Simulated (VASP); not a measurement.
The system is IrPt3.

```
Ir Pt
1.0
     3.95125    0.00000    0.00000
     0.00000    3.95125    0.00000
     0.00000    0.00000    3.95125
Ir Pt
1 3
Direct
  0.00000 0.00000 0.00000
  0.00000 0.50000 0.50000
  0.50000 0.00000 0.50000
  0.50000 0.50000 0.00000
```

* Program: VASP 6.6.1
* Task: relaxation of volume and atoms at fixed shape
* Functional: LDA
* Potentials or basis: VASP PAW LDA potentials, release 64 (Ir, Pt)
* Cutoff: 600 eV
* k mesh: 6 × 6 × 6
* Occupations: gaussian, width 0.1 eV
* Spin: no spin polarisation

At the start: pressure -15.8 GPa; volume 15.42 Å³/atom.

Question: How do energy, volume and symmetry change on relaxing?

Answer: Over 5 steps the energy falls by 43.6 meV/atom and the volume is 14.58 Å³/atom (-5.4 %); space group Pm-3m (No. 221, to 0.1 Å) before and after.

The path:
```csv
step,energy change (eV),largest force (eV/Å),pressure (GPa),volume (Å³)
1,0.0000,0.0000,-15.83,61.69
2,1.9924,0.0000,89.36,49.06
3,-0.1733,0.0000,-1.27,58.57
4,-0.1741,0.0000,-0.35,58.40
5,-0.1742,0.0000,0.01,58.34
```

Final structure:
```yaml
crystal:
  lattice:
    - [3.87832, 0.00000, 0.00000]
    - [0.00000, 3.87832, 0.00000]
    - [0.00000, 0.00000, 3.87832]
  atoms:
    - { symbol: Ir, position: [0.00000, 0.00000, 0.00000] }
    - { symbol: Pt, position: [0.00000, 0.50000, 0.50000] }
    - { symbol: Pt, position: [0.50000, 0.00000, 0.50000] }
    - { symbol: Pt, position: [0.50000, 0.50000, 0.00000] }
```
